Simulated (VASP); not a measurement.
A run of VASP 6.6.1 is set up as follows.

The input INCAR:

```
  ALGO = Normal
  EDIFF = 1E-6
  ENCUT = 520
  GGA = PE
  ISIF = 2
  ISMEAR = 1
  LASPH = T
  LCHARG = F
  LREAL = F
  LWAVE = F
  NBANDS = 38
  NELM = 100
  PREC = Accurate
  SIGMA = 0.1
```

KPOINTS

```
k-points
0
Gamma
  6 6 3
```

POSCAR

```
ZnGaSi
1.0
    3.2040430000      0.0000000000      0.0000000000
    0.0000000000      3.2040430000      0.0000000000
    0.0000000000      0.0000000000      8.0788180000
Zn Ga Si
2 2 2
Direct
    0.7500000000      0.7500000000      0.7306300000
    0.2500000000      0.2500000000      0.2693700000
    0.2500000000      0.2500000000      0.9146000000
    0.7500000000      0.7500000000      0.0854000000
    0.7500000000      0.7500000000      0.4152000000
    0.2500000000      0.2500000000      0.5848000000
```

Potentials or basis: VASP PAW PBE potentials, release 64 (Zn, Ga_d, Si).

Run with:

```sh
$ cat potpaw_PBE.64/Zn/POTCAR potpaw_PBE.64/Ga_d/POTCAR potpaw_PBE.64/Si/POTCAR > POTCAR
$ mpirun -np 1 vasp_std > vasp.out
```

Task: What does it give for the largest force?

Result: 1.010 eV/Å.

Task: Estimate the band gap on the k mesh.

Result: Zero (band 29 reaches 10.71 eV, above the bottom of band 30 at 4.94 eV).

Task: What does it give for the pressure?

Result: 19.6 GPa.

Stress tensor (GPa, compression positive):
```
22.47  0.00  0.00
 0.00 22.47  0.00
 0.00  0.00 13.80
```

Caveat: forces of over 1 eV/Å act on the atoms, so gaps and moduli don't describe the material at rest.
